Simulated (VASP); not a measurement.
The system is Al2Cu3.

```
Al Cu
1.0
     2.14277    1.23713    4.37391
    -2.14277    1.23713    4.37391
     0.00000   -2.47426    4.37391
Al Cu
2 3
Direct
  0.90000 0.90000 0.90000
  0.10000 0.10000 0.10000
  0.30000 0.30000 0.30000
  0.70000 0.70000 0.70000
  0.50000 0.50000 0.50000
```

| Quantity | Value |
| --- | --- |
| Program | VASP 6.6.1 |
| Task | relaxation of cell and atoms |
| Functional | PBE |
| Potentials or basis | VASP PAW PBE potentials, release 64 (Al, Cu) |
| Cutoff | 600 eV |
| k mesh | 6 × 6 × 6 |
| Occupations | gaussian, width 0.1 eV |
| Spin | no spin polarisation |

At the start: pressure -7.4 GPa; volume 13.91 Å³/atom.

Question: Where does the relaxation end?

Answer: Over 8 steps the energy falls by 25.6 meV/atom and the volume is 13.06 Å³/atom (-6.1 %); space group R-3m (No. 166, to 0.1 Å) before and after.

The path:
| step | energy change (eV) | largest force (eV/Å) | pressure (GPa) | volume (Å³) |
| --- | --- | --- | --- | --- |
| 1 | 0.0000 | 0.4360 | -7.44 | 69.57 |
| 2 | -0.0996 | 0.1865 | 4.21 | 63.26 |
| 3 | -0.1198 | 0.2745 | 0.15 | 65.09 |
| 4 | -0.1199 | 0.2673 | 0.56 | 64.93 |
| 5 | -0.1265 | 0.1027 | 0.24 | 65.10 |
| 6 | -0.1271 | 0.0538 | 0.09 | 65.18 |
| 7 | -0.1280 | 0.0426 | -0.03 | 65.26 |
| 8 | -0.1281 | 0.0363 | -0.15 | 65.30 |

Final structure:
```xyz
5
Lattice="2.0856 1.2041 4.3339 -2.0856 1.2041 4.3339 0.0000 -2.4082 4.3339" Properties=species:S:1:pos:R:3 pbc="T T T"
Al    0.0000    0.0000   11.6636
Al    0.0000    0.0000    1.3381
Cu    0.0000    0.0000    3.9102
Cu    0.0000    0.0000    9.0915
Cu    0.0000    0.0000    6.5008
```
